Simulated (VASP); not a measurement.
# Ge (Cmcm) in VASP: notebook

Aim: see how the results for Ge move with the level of theory and the settings. Levels: PBE0, revPBE, PBE. Tasks: single point, relaxation of cell and atoms.

Everything below comes from runs of VASP 6.6.1. Logs are shortened: lines on timing, memory, paths and dates and some standing lists are left out, and cuts for length are marked.

### 1 The cell of the first run

It takes space group Cmcm (No. 63, orthorhombic). The conventional cell has a = 2.976 Å, b = 5.189 Å, c = 4.728 Å, α = 90.00°, β = 90.00°, γ = 90.00°. Within 3.9 Å of Ge (site symmetry m2m) lie 12 Ge at 2.92 to 2.99 Å.

This isn't the form of Ge at room conditions, which is diamond.

### 2 Single point, PBE0

The input, POSCAR:

```
Ge
1.0
    1.4880529250     -2.5946896100      0.0000000000
    1.4880529250      2.5946896100      0.0000000000
    0.0000000000      0.0000000000      4.7275957900
Ge
2
Direct
    0.3334466300      0.6665533700      0.2500000000
    0.6665533700      0.3334466300      0.7500000000
```

The input, INCAR.step1:

```
SYSTEM = Ge
ALGO = Normal
EDIFF = 1E-5
ENCUT = 520
GGA = PE
ISIF = 2
ISMEAR = -1
LASPH = .TRUE.
LCHARG = .FALSE.
LREAL = .FALSE.
LWAVE = .TRUE.
NBANDS = 21
NELM = 80
PREC = Accurate
SIGMA = 0.05
```

The input, INCAR.step2:

```
SYSTEM = Ge
AEXX = 0.25
ALGO = Normal
EDIFF = 1E-7
ENCUT = 520
GGA = PE
ISIF = 2
ISMEAR = -1
ISTART = 1
LASPH = .TRUE.
LCHARG = .FALSE.
LHFCALC = .TRUE.
LREAL = .FALSE.
LWAVE = .FALSE.
NBANDS = 21
NELM = 80
PREC = Accurate
PRECFOCK = Normal
SIGMA = 0.05
```

The input, KPOINTS:

```
k-points
0
G
  5 5 3
  0 0 0
```

Potentials or basis: VASP PAW PBE potentials, release 64 (Ge_d).

Started as:

```console
cat potpaw_PBE.64/Ge_d/POTCAR > POTCAR
cp INCAR.step1 INCAR
mpirun -np 1 vasp_std > vasp.out
cp INCAR.step2 INCAR
mpirun -np 1 vasp_std > vasp.out
```

OUTCAR:

```text
SYSTEM = Ge
   AEXX = 0.25
   EDIFF = 1E-7
   ENCUT = 520
   GGA = PE
   ISIF = 2
   ISMEAR = -1
   ISTART = 1
   LASPH = .TRUE.
   LHFCALC = .TRUE.
   LREAL = .FALSE.
   NELM = 80
   PREC = Accurate
   PRECFOCK = Normal

 ion  position               nearest neighbor table
   1  0.333  0.667  0.250-
   2  0.667  0.333  0.750-

  LATTYP: Found a base centered orthorhombic cell.
 ALAT       =     2.9761058500
 B/A-ratio  =     1.7436809984
 C/A-ratio  =     1.5885173540

  Lattice vectors:

 A1 = (   1.4880529250,  -2.5946896100,   0.0000000000)
 A2 = (   1.4880529250,   2.5946896100,   0.0000000000)
 A3 = (   0.0000000000,   0.0000000000,   4.7275957900)

Analysis of symmetry for initial positions (statically):
=====================================================================
 Subroutine PRICEL returns:
 Original cell was already a primitive cell.

 Routine SETGRP: Setting up the symmetry group for a
 base centered orthorhombic supercell.

 Subroutine GETGRP returns: Found  8 space group operations
 (whereof  4 operations were pure point group operations)
 out of a pool of  8 trial point group operations.

The static configuration has the point symmetry C_2h.
 The point group associated with its full space group is D_2h.

Analysis of symmetry for dynamics (positions and initial velocities):
=====================================================================
 Subroutine PRICEL returns:
 Original cell was already a primitive cell.

 Routine SETGRP: Setting up the symmetry group for a
 base centered orthorhombic supercell.

 Subroutine GETGRP returns: Found  8 space group operations
 (whereof  4 operations were pure point group operations)
 out of a pool of  8 trial point group operations.

The dynamic configuration has the point symmetry C_2h.
 The point group associated with its full space group is D_2h.

 Subroutine INISYM returns: Found  8 space group operations
 (whereof  4 operations are pure point group operations),
 and found     1 'primitive' translations

----------------------------------------------------------------------------------------

                                     Primitive cell

  volume of cell :      36.5068

  direct lattice vectors                    reciprocal lattice vectors
     1.488052925 -2.594689610  0.000000000     0.336009554 -0.192701277  0.000000000
     1.488052925  2.594689610  0.000000000     0.336009554  0.192701277  0.000000000
[... 83 lines left out ...]
   NFREE  =      0    steps in history (QN), initial steepest desc. (CG)
   ISIF   =      2    stress and relaxation
   ISYM   =      3    0-nonsym 1-usesym 2-fastsym
   POTIM  = 0.5000    time-step for ionic-motion
   TEBEG  =    0.0;   TEEND  =   0.0 temperature during run
   PSTRESS=    0.0 pullay stress
   NELECT =      28.0000    total number of electrons
   NUPDOWN=      -1.0000    fix difference up-down
   EMIN   =  10.00;   EMAX   =-10.00  energy-range for DOS
   EFERMI =   0.00;   METHOD = LEGACY
   ISMEAR =    -1;   SIGMA  =   0.05  broadening in eV -4-tet -1-fermi 0-gaus
   EFERMI_NEDOS =   21; number of points for ismear=-14 and -15
   IALGO  =     38    algorithm
   IMIX   =      1    mixing-type and parameters
     AMIX     =   0.40;   BMIX     =  1.00
     AMIX_MAG =   1.60;   BMIX_MAG =  1.00
  volume/ion in A,a.u.               =      18.25       123.18
  Fermi-wavevector in a.u.,A,eV,Ry     =   1.498544  2.831837 30.553703  2.245634
  Thomas-Fermi vector in A             =   2.610289
   LORBIT       =      0    0 simple, 1 ext, 2 COOP (PROOUT), +10 PAW based schemes
   GGA     = PE    functional components
   LHFCALC =     T    Hartree Fock is set to
   PRECFOCK=normal    Normal, Fast or Accurate (Low or Medium for compatibility)
   ENCUT4O =  -1.0   cutoff for four orbital integrals eV
   NKREDX  =     1    reduce k-point grid by
   NKREDY  =     1    reduce k-point grid by
   NKREDZ  =     1    reduce k-point grid by
   AEXX    =    0.2500 exact exchange contribution
   HFSCREEN=    0.0000 screening length (either q_TF or 0.3 A-1)
   HFSCREENC=   0.0000 screening length for correlation (either q_TF or 0.3 A-1)
   ENCUTFOCK=  -1.0 apply spherical cutoff to Coloumb kernel
   IVDW    =     0    specifies the selected vdW correction
   LEPSILON=     F    determine dielectric tensor
   LRPA    =     F    only Hartree local field effects (RPA)
 non-spin polarized calculation
  energy-cutoff  :      520.00
  volume of cell :       36.51
 maximum number of plane-waves:      1004
 NGX is ok and might be reduce to    24
  NGX = 18; NGY = 18; NGZ = 28

 number of electron      28.0000012 magnetization

 Free energy of the ion-electron system (eV)
  ---------------------------------------------------
  ext. energy  EPLUGINS =         0.00000000
  ---------------------------------------------------
  free energy    TOTEN  =       -10.65075728 eV

  energy without entropy =      -10.64766879  energy(sigma->0) =      -10.64921304

 E-fermi :   6.7465     XC(G=0):  -9.0196

 val. band max:        6.6909339268   @ k =   0.2000   0.2000   0.3333
 cond. band min:       7.2507196784   @ k =  -0.4000   0.2000   0.3333
 fundamental gap:      0.5597857515
 Fermi energy:         6.7465235685

 k-point     1 :       0.0000    0.0000    0.0000
  band No.  band energies     occupation
      1     -21.4739      2.00000
      2     -21.4695      2.00000
      3     -21.4661      2.00000
      4     -21.4644      2.00000
      5     -21.4607      2.00000
      6     -21.4535      2.00000
[... 421 lines left out ...]
     20      17.5139      0.00000
     21      18.8384      0.00000

------------------------ aborting loop because EDIFF is reached ----------------------------------------

  FORCE on cell =-STRESS in cart. coord.  units (eV):
  Direction    XX          YY          ZZ          XY          YZ          ZX
  --------------------------------------------------------------------------------------
  -------------------------------------------------------------------------------------
  Total       -0.3079245     -0.2256320      2.0424317      0.0000000      0.0000000      0.0000000
  in kB      -13.5138981     -9.9023224     89.6363163      0.0000000      0.0000000      0.0000000
  external PRESSURE =      22.0733652 kB  Pullay stress =       0.0000000 kB

 VOLUME and BASIS-vectors are now :
 -----------------------------------------------------------------------------
  energy-cutoff  :      520.00
  volume of cell :       36.51
      direct lattice vectors                 reciprocal lattice vectors
     1.488052925 -2.594689610  0.000000000     0.336009554 -0.192701277  0.000000000
     1.488052925  2.594689610  0.000000000     0.336009554  0.192701277  0.000000000
     0.000000000  0.000000000  4.727595790     0.000000000  0.000000000  0.211524006

 POSITION                                       TOTAL-FORCE (eV/Angst)
 -----------------------------------------------------------------------------------
      1.48805      0.86431      1.18190         0.000000     -0.091099      0.000000
      1.48805     -0.86431      3.54570         0.000000      0.091099      0.000000
 -----------------------------------------------------------------------------------
    total drift:                               -0.000000     -0.000000     -0.000000

  FREE ENERGIE OF THE ION-ELECTRON SYSTEM (eV)
  ---------------------------------------------------
  free  energy   TOTEN  =       -10.6507572814 eV

  energy  without entropy=      -10.6476687896  energy(sigma->0) =      -10.64921304
```

Wall time 24 min (1 thread of Intel Xeon Platinum 8488C (Sapphire Rapids), shared host); peak memory 0.16 GiB.

Results:

```yaml
Free_energy: -10.6508 eV
Pressure: 2.2 GPa
Largest_force: 0.091 eV/Å
Band_gap_on_the_k_mesh: zero (bands 14 and 15 overlap by 9.55 eV)
```

Forces in eV/Å, atoms in the order of the input:
```
Ge   0.000 -0.091  0.000
Ge   0.000  0.091  0.000
```

Levels at points of the mesh, in eV from the Fermi level:
```tsv
k point	band 12	band 13	band 14	band 15	band 16	band 17
(0.00, 0.00, 0.00)	-8.57	-6.53	8.13	8.26	10.34	10.46
```

Caveat: the k points lie up to 0.49 Å⁻¹ apart, too coarse for converged energies and pressures of a metal; the PAW data sets were made with another functional, which shifts forces and pressure a little.

### 3 Relaxation of cell and atoms, revPBE

The input, INCAR:

```
PREC = Accurate
ENCUT = 600
EDIFF = 1E-7
ISMEAR = -1
SIGMA = 0.05
LREAL = F
LASPH = T
NELM = 80
ALGO = Normal
ISIF = 3
LWAVE = F
LCHARG = F
GGA = RE
IBRION = 2
NSW = 60
EDIFFG = -0.01
```

The input, KPOINTS:

```
regular mesh
0
Gamma
  10 10 6
```

POSCAR is that of step 2.

Potentials or basis: VASP PAW PBE potentials, release 64 (Ge_d).

Started as:

```console
cat potpaw_PBE.64/Ge_d/POTCAR > POTCAR
mpirun -np 1 vasp_std > vasp.out
```

Wall time 5.5 min (1 thread of Intel Xeon Platinum 8375C at 2.90GHz (Ice Lake), shared host); peak memory 0.22 GiB.

Results (log left out):

```yaml
Free_energy: -7.7899 eV
Relaxed_volume: 19.65 Å³/atom
Relaxed_cell: a = 3.045 Å, b = 3.045 Å, c = 4.916 Å, α = 90.00°, β = 90.00°, γ = 120.45°
Space_group_after_relaxing_to_0.1_Å: P6_3/mmc (No. 194)
Energy_gained_by_relaxing: 25.4 meV/atom
Ionic_steps: 11
Pressure_after_relaxing: 0.0 GPa
Band_gap_on_the_k_mesh: zero (bands 14 and 15 overlap by 8.57 eV)
```

Stress tensor (GPa, compression positive):
```
-0.05  0.00  0.00
 0.00  0.05  0.00
 0.00  0.00  0.00
```

Step by step:
| step | energy change (eV) | largest force (eV/Å) | pressure (GPa) | volume (Å³) |
| --- | --- | --- | --- | --- |
| 1 | 0.0000 | 0.0012 | 5.63 | 36.51 |
| 2 | -0.0480 | 0.0006 | -1.05 | 40.00 |
| 3 | -0.0499 | 0.0004 | -0.08 | 39.39 |
| 4 | -0.0499 | 0.0004 | -0.17 | 39.44 |
| 5 | -0.0505 | 0.0003 | -0.09 | 39.40 |
| 6 | -0.0507 | 0.0008 | -0.07 | 39.38 |
| 7 | -0.0507 | 0.0009 | -0.12 | 39.37 |
| 8 | -0.0507 | 0.0009 | 0.05 | 39.27 |
| 9 | -0.0507 | 0.0011 | -0.06 | 39.32 |
| 10 | -0.0507 | 0.0009 | 0.08 | 39.29 |
| 11 | -0.0507 | 0.0011 | 0.00 | 39.30 |

Final structure:
```cif
data_structure
_symmetry_space_group_name_H-M 'P 1'
_symmetry_Int_Tables_number 1
_cell_length_a 3.0452
_cell_length_b 3.0452
_cell_length_c 4.9164
_cell_angle_alpha 90.000
_cell_angle_beta 90.000
_cell_angle_gamma 120.455
_cell_volume 39.30
loop_
_atom_site_label
_atom_site_type_symbol
_atom_site_fract_x
_atom_site_fract_y
_atom_site_fract_z
_atom_site_occupancy
Ge1 Ge 0.33346 0.66654 0.25000 1
Ge2 Ge 0.66654 0.33346 0.75000 1
```

Levels at points of the mesh, in eV from the Fermi level:
| k point | band 11 | band 12 | band 13 | band 14 | band 15 | band 16 | band 17 | band 18 |
| --- | --- | --- | --- | --- | --- | --- | --- | --- |
| (0.00, 0.00, 0.00) | -12.81 | -7.66 | -5.25 | 6.37 | 6.52 | 8.23 | 8.38 | 8.93 |
| (0.50, 0.00, 0.00) | -8.15 | -6.82 | -2.58 | -1.46 | -0.80 | 1.40 | 2.46 | 6.38 |
| (0.50, 0.50, 0.00) | -8.24 | -6.88 | -2.62 | -1.49 | -0.89 | 1.36 | 2.66 | 6.56 |
| (0.00, 0.00, 0.50) | -11.29 | -11.29 | 1.32 | 1.32 | 7.36 | 7.36 | 7.51 | 7.51 |
| (0.50, 0.00, 0.50) | -6.89 | -6.89 | -4.62 | -4.62 | 3.94 | 3.94 | 4.50 | 4.50 |
| (0.50, 0.50, 0.50) | -6.99 | -6.99 | -4.65 | -4.65 | 4.14 | 4.14 | 4.51 | 4.51 |

Caveat: the PAW data sets were made with another functional, which shifts forces and pressure a little.

### 4 Single point, PBE

The input, INCAR:

```
SYSTEM = Ge
PREC = Accurate ; ENCUT = 520
EDIFF = 1E-7 ; ISMEAR = 0
SIGMA = 0.011 ; LREAL = .FALSE.
LASPH = .TRUE. ; NELM = 80
ALGO = Normal ; ISIF = 2
LWAVE = .FALSE. ; LCHARG = .TRUE.
GGA = PE ; LELF = .TRUE.
LVHAR = .TRUE. ; NBANDS = 21
```

The input, KPOINTS:

```
regular mesh
0
G
  10 10 6
  0 0 0
```

POSCAR is that of step 3.

Started as:

```console
cat potpaw_PBE.64/Ge_d/POTCAR > POTCAR
mpirun -np 1 vasp_std > vasp.out
```

Run time: 39 s. Hardware: 1 thread of Intel Xeon 6975P-C (Granite Rapids), shared host; peak memory 0.19 GiB.

The run converged. Its results:

| Quantity | Value |
| --- | --- |
| Free energy | -8.3603 eV |
| Pressure | 4.4 GPa |
| Largest force | 0.018 eV/Å |
| Band gap on the k mesh | zero (bands 14 and 15 overlap by 8.97 eV) |

Forces on the atoms (eV/Å):
```
Ge   0.000  0.018  0.000
Ge   0.000 -0.018  0.000
```

Stress tensor (GPa, compression positive):
```
3.18 0.00 0.00
0.00 4.45 0.00
0.00 0.00 5.47
```

Levels at points of the mesh, in eV from the Fermi level:
```
           k point  band 10  band 11  band 12  band 13  band 14  band 15  band 16  band 17  band 18  band 19
(0.00, 0.00, 0.00)   -24.54   -13.35    -7.46    -5.52     6.63     6.74     8.71     8.83    10.14    11.42
(0.50, 0.00, 0.00)   -24.53    -8.42    -7.09    -2.25    -1.24    -0.87     1.45     2.46     6.45     7.23
(0.50, 0.50, 0.00)   -24.53    -8.49    -7.13    -2.29    -1.27    -0.93     1.42     2.61     6.59     7.38
(0.00, 0.00, 0.50)   -24.56   -11.67   -11.67     1.90     1.90     7.77     7.77     7.88     7.88    12.72
(0.50, 0.00, 0.50)   -24.53    -6.97    -6.97    -4.91    -4.91     4.12     4.12     5.09     5.09     8.68
(0.50, 0.50, 0.50)   -24.53    -7.05    -7.05    -4.94    -4.94     4.28     4.28     5.11     5.11     8.77
```

Caveat: the cell stands under pressure.

### 5 Single point, PBE

The input, INCAR:

```
ALGO = Normal
EDIFF = 1E-6
ENCUT = 520
GGA = PE
ISIF = 2
ISMEAR = -1
LASPH = T
LCHARG = F
LREAL = F
LWAVE = F
NBANDS = 21
NELM = 100
PREC = Accurate
SIGMA = 0.05
```

The input, KPOINTS:

```
k-points
0
Gamma
  10 10 6
```

POSCAR is that of step 4.

Started as:

```console
cat potpaw_PBE.64/Ge_d/POTCAR > POTCAR
mpirun -np 1 vasp_std > vasp.out
```

It took 30 s on 1 thread of Intel Xeon 6975P-C (Granite Rapids), shared host; peak memory 0.2 GiB.

The run converged. Its results:

```yaml
Free_energy: -8.3656 eV
Pressure: 4.3 GPa
Band_gap_on_the_k_mesh: zero (bands 14 and 15 overlap by 8.97 eV)
```

Stress tensor (GPa, compression positive):
```
3.40 0.00 0.00
0.00 3.61 0.00
0.00 0.00 6.03
```

Levels at points of the mesh, in eV from the Fermi level:
| k point | band 10 | band 11 | band 12 | band 13 | band 14 | band 15 | band 16 | band 17 | band 18 | band 19 |
| --- | --- | --- | --- | --- | --- | --- | --- | --- | --- | --- |
| (0.00, 0.00, 0.00) | -24.54 | -13.36 | -7.46 | -5.52 | 6.62 | 6.74 | 8.71 | 8.82 | 10.13 | 11.41 |
| (0.50, 0.00, 0.00) | -24.54 | -8.42 | -7.09 | -2.25 | -1.25 | -0.87 | 1.45 | 2.45 | 6.44 | 7.23 |
| (0.50, 0.50, 0.00) | -24.54 | -8.50 | -7.14 | -2.29 | -1.27 | -0.94 | 1.41 | 2.61 | 6.58 | 7.38 |
| (0.00, 0.00, 0.50) | -24.57 | -11.68 | -11.68 | 1.89 | 1.89 | 7.77 | 7.77 | 7.88 | 7.88 | 12.72 |
| (0.50, 0.00, 0.50) | -24.54 | -6.98 | -6.98 | -4.92 | -4.92 | 4.12 | 4.12 | 5.09 | 5.09 | 8.68 |
| (0.50, 0.50, 0.50) | -24.54 | -7.05 | -7.05 | -4.94 | -4.94 | 4.27 | 4.27 | 5.11 | 5.11 | 8.76 |

Caveat: the cell stands under pressure.

### 6 Single point, PBE

This run uses another cell than the first one, of 19.29 Å³/atom.

The input, INCAR:

```
SYSTEM = Ge
PREC = Accurate ; ENCUT = 520
EDIFF = 1E-6 ; ISMEAR = -1
SIGMA = 0.05 ; LREAL = .False.
LASPH = .True. ; NELM = 60
ALGO = Normal ; ISIF = 2
LWAVE = .False. ; LCHARG = .False.
GGA = PE ; NBANDS = 21
```

The input, KPOINTS:

```
Automatic mesh
0
Gamma
  10 10 6
  0 0 0
```

The input, POSCAR:

```
Ge
1.0
    1.4980418014     -2.6351091025      0.0000000000
    1.4980418014      2.6351091025      0.0000000000
    0.0000000000      0.0000000000      4.8871133602
Ge
2
Direct
    0.3347349479      0.6652650521      0.2500000000
    0.6652650521      0.3347349479      0.7500000000
```

Potentials or basis: VASP PAW PBE potentials, release 64 (Ge_d).

Started as:

```console
cat potpaw_PBE.64/Ge_d/POTCAR > POTCAR
mpirun -np 1 vasp_std > vasp.out
```

Run time: 31 s. Hardware: 1 thread of Intel Xeon 6975P-C (Granite Rapids), shared host; peak memory 0.2 GiB.

Results (log left out):

```
Free energy            : -8.3982 eV
Pressure               : 0.0 GPa
Band gap on the k mesh : zero (bands 14 and 15 overlap by 8.62 eV)
```

Levels at points of the mesh, in eV from the Fermi level:
```tsv
k point	band 12	band 13	band 14	band 15	band 16	band 17
(0.00, 0.00, 0.00)	-7.71	-5.34	6.39	6.70	8.34	8.54
(0.50, 0.00, 0.00)	-6.86	-2.57	-1.47	-0.82	1.45	2.44
(0.50, 0.50, 0.00)	-7.00	-2.62	-1.53	-0.92	1.30	2.79
(0.00, 0.00, 0.50)	-11.41	1.34	1.34	7.43	7.43	7.69
(0.50, 0.00, 0.50)	-6.91	-4.68	-4.68	3.95	3.95	4.57
(0.50, 0.50, 0.50)	-7.06	-4.75	-4.75	4.30	4.30	4.59
```

### 7 Summary

```tsv
task	level	cell	k mesh	cutoff (eV)	smearing	grid for exact exchange (PRECFOCK)	share of exact exchange	gap on the mesh (eV)	pressure (GPa)	largest force (eV/Å)
single point	PBE0	a = 2.991, b = 2.991, c = 4.728 Å, angles 90.0, 90.0, 120.3°, 2 atoms, atomic positions A	5 × 5 × 3	520	fermi-dirac 0.05 eV	Normal	0.25	none	2.2	0.09
relaxation of cell and atoms	revPBE	relaxed from a = 2.991, b = 2.991, c = 4.728 Å, angles 90.0, 90.0, 120.3°, 2 atoms, atomic positions A	10 × 10 × 6	600	fermi-dirac 0.05 eV	-	-	none	0.0	-
single point	PBE	a = 2.991, b = 2.991, c = 4.728 Å, angles 90.0, 90.0, 120.3°, 2 atoms, atomic positions A	10 × 10 × 6	520	gaussian 0.011 eV	-	-	none	4.4	0.02
single point	PBE	a = 2.991, b = 2.991, c = 4.728 Å, angles 90.0, 90.0, 120.3°, 2 atoms, atomic positions A	10 × 10 × 6	520	fermi-dirac 0.05 eV	-	-	none	4.3	-
single point	PBE	a = 3.031, b = 3.031, c = 4.887 Å, angles 90.0, 90.0, 120.8°, 2 atoms, atomic positions B	10 × 10 × 6	520	fermi-dirac 0.05 eV	-	-	none	0.0	-
```

Alike in all rows: potentials or basis VASP PAW PBE potentials, release 64 (Ge_d); no spin polarisation.

Caveats: some runs use coarse meshes; the PAW data sets were made with another functional, which shifts forces and pressure a little (at least some runs); the cell stands under pressure (at least some runs).

Total energies depend on the potentials used, so only differences within one code and one set of settings carry meaning.
